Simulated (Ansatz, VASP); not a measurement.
**Cu: VASP beside Ansatz**

```xyz
2
Lattice="2.4883 0.0000 0.0000 -1.2442 2.1550 0.0000 0.0000 0.0000 4.0637" Properties=species:S:1:pos:R:3 pbc="T T T"
Cu    0.0000    1.2986    1.0159
Cu    1.2442    0.8563    3.0478
```

Change from the starting cell: mode 5 frozen in at -0.138 Å and mode 6 at +0.000 Å (largest displacements).

Alike in both runs: task single point; functional LDA; k mesh 21 × 21 × 12; occupations gaussian, width 0.15 eV; no spin polarisation.

|  | VASP | Ansatz |
| --- | --- | --- |
| version | VASP 6.6.1 | Ansatz 0.2.0 |
| potentials or method | VASP PAW LDA potentials, release 64 (Cu), cutoff 520 eV | scalar-relativistic, plane waves, PAW |
| valence electrons in the cell | 22 | 38 |

```tsv
	VASP	Ansatz	Ansatz less VASP
gap on the k mesh at the Fermi level (eV)	none	none	-
pressure (GPa)	1.8	0.8	-0.96
traceless stress, the component that is largest in VASP (GPa)	-5.48	-5.45	+0.025
rms of the force components (eV/Å)	0.143	0.142	-0.0007
```

Ansatz warns that its potentials were made for another functional, while VASP's fit it. LDA's correlation is that of Perdew and Zunger in VASP and of Perdew and Wang (1992) in Ansatz. Atom by atom the forces differ by 0.001 eV/Å (rms over components). A gap of «none» marks a metal or a gap that the smearing closes. VASP's potentials hold 22 valence electrons a cell and Ansatz's 38, so a difference there can come from the potentials and not from the codes.
